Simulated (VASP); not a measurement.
Here is a VASP 6.6.1 calculation.

Contents of INCAR:

```
PREC = Accurate ; ENCUT = 520
EDIFF = 1E-6 ; ISMEAR = 1
SIGMA = 0.05 ; LREAL = False
LASPH = True ; NELM = 80
ALGO = Normal ; ISIF = 2
LWAVE = False ; LCHARG = False
GGA = CA ; NBANDS = 13
```

KPOINTS

```
regular mesh
0
Gamma
  5 7 5
```

The input POSCAR:

```
LiMg
1.0
    5.0324921031      0.0000000000      0.0000000000
    0.0000000000      3.4217504318      0.0000000000
    0.0000000000      0.0000000000      5.0543466486
Li Mg
2 2
Direct
    0.7500000000      0.0000000000      0.2571170000
    0.2500000000      0.0000000000      0.7428830000
    0.2500000000      0.5000000000      0.2438730000
    0.7500000000      0.5000000000      0.7561270000
```

Potentials or basis: VASP PAW LDA potentials, release 64 (Li_sv, Mg).

The run is started by

```bash
$ cat potpaw_LDA.64/Li_sv/POTCAR potpaw_LDA.64/Mg/POTCAR > POTCAR
$ mpirun -np 1 vasp_std > vasp.out
```

(1) Predict the largest force.

(2) Predict the band gap on the k mesh.

Answers

(1) 0.015 eV/Å.

(2) zero (band 5 reaches 2.99 eV, above the bottom of band 6 at 0.15 eV).
